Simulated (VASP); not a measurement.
Al:

```
CELL_PARAMETERS angstrom
0.00000 2.02500 2.02500
2.02500 0.00000 2.02500
2.02500 2.02500 0.00000
ATOMIC_POSITIONS crystal
Al 0.00000 0.00000 0.00000
```

| Quantity | Value |
| --- | --- |
| Program | VASP 6.6.1 |
| Task | relaxation of cell and atoms |
| Functional | PBEsol |
| Potentials or basis | VASP PAW PBE potentials, release 64 (Al) |
| Cutoff | 500 eV |
| k mesh | 9 × 9 × 9 |
| Occupations | fermi-dirac, width 0.1 eV |
| Spin | no spin polarisation |

At the start: pressure -1.7 GPa; volume 16.61 Å³/atom.

**Question.** Where does the relaxation end?

**Answer.** Over 3 steps the energy falls by 2.0 meV/atom and the volume is 16.24 Å³/atom (-2.2 %); space group Fm-3m (No. 225, to 0.1 Å) before and after.

Step by step:
```
step  energy change (eV)  largest force (eV/Å)  pressure (GPa)  volume (Å³)
   1              0.0000                0.0000           -1.73        16.61
   2             -0.0020                0.0000            0.31        16.18
   3             -0.0020                0.0000            0.00        16.24
```

Final structure:
```
Al
1.0
     0.00000    2.01001    2.01001
     2.01001    0.00000    2.01001
     2.01001    2.01001    0.00000
Al
1
Direct
  0.00000 0.00000 0.00000
```

Caveat: the PAW data sets were made with another functional, which shifts forces and pressure a little.
